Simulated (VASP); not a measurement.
MoS2: electric field gradients with PBE

The system is MoS2.

```
Mo S
1.0
     3.16900    0.00000    0.00000
    -1.58450    2.74443    0.00000
     0.00000    0.00000   12.32400
Mo S
2 4
Cartesian
  0.0000 1.8296 3.0810
  1.5845 0.9148 9.2430
  0.0000 1.8296 7.6779
  1.5845 0.9148 1.5159
  0.0000 1.8296 10.8081
  1.5845 0.9148 4.6461
```

```
Program                : VASP 6.6.1
Task                   : electric field gradients
Functional             : PBE
Potentials or basis    : VASP PAW PBE potentials, release 64 (Mo_sv, S)
Cutoff                 : 400 eV
k mesh                 : 11 × 11 × 3
Occupations            : methfessel-paxton, width 0.01 eV
Spin                   : collinear spin
Starting moments       : [2.0, 2.0, 0.0, 0.0, 0.0, 0.0] μB
Dipole correction      : no
Further INCAR settings : ALGO = Normal; EDIFF = 1e-08; NBANDS = 39
```

```json
{"Pressure": "1.6 GPa", "Largest force": "0.075 eV/Å", "Band gap on the k mesh": "0.89 eV (least direct gap 1.82 eV)", "Net moment": "0.00 μB per cell", "Largest electric field gradient by atom": "Mo -78.7; S -51.7 V/Å²", "Valence electrons inside the program's atomic spheres": "Mo 12.46; S 3.70"}
```

Forces in eV/Å, atoms in the order of the input:
```
Mo   0.000  0.000  0.000
Mo   0.000  0.000  0.000
S    0.000  0.000  0.075
S    0.000  0.000  0.075
S    0.000  0.000 -0.075
S    0.000  0.000 -0.075
```

Stress tensor (GPa, compression positive):
```
1.47 0.00 0.00
0.00 1.47 0.00
0.00 0.00 1.83
```

Levels at points of the mesh, in eV from the valence-band top:
Spin up:
| k point | band 23 | band 24 | band 25 | band 26 | band 27 | band 28 | band 29 | band 30 |
| --- | --- | --- | --- | --- | --- | --- | --- | --- |
| (0.00, 0.00, 0.00) | -2.12 | -1.18 | -1.14 | 0.00 | 2.11 | 2.11 | 2.14 | 2.14 |
Spin down:
| k point | band 22 | band 23 | band 24 | band 25 | band 26 | band 27 | band 28 | band 29 | band 30 | band 31 |
| --- | --- | --- | --- | --- | --- | --- | --- | --- | --- | --- |
| (0.00, 0.00, 0.00) | -2.12 | -2.12 | -1.18 | -1.14 | 0.00 | 2.11 | 2.11 | 2.14 | 2.14 | 2.27 |

Electric field gradients, principal values (V/Å²):
| atom | least | middle | greatest (by size) |
| --- | --- | --- | --- |
| 1 Mo | 39.349 | 39.351 | -78.700 |
| 2 Mo | 39.349 | 39.351 | -78.700 |
| 3 S | 25.871 | 25.872 | -51.744 |
| 4 S | 25.871 | 25.872 | -51.744 |
| 5 S | 25.871 | 25.872 | -51.744 |
| 6 S | 25.871 | 25.872 | -51.744 |

Wall time 3.8 min on 1 thread of Intel(R) Xeon(R) Platinum 8488C (Sapphire Rapids), with other jobs on the host, peak memory 0.3 GiB.

Caveat: without QUAD_EFG the Cq values of the log hold for a quadrupole moment of 1 mb, not for the nuclei; an odd mesh through Γ misses points on the zone boundary, where band edges can lie; this functional lacks dispersion, which binds the layers, so the pressure and a relaxed spacing across them are unreliable. As with any semilocal functional, this PBE gap is likely too small.
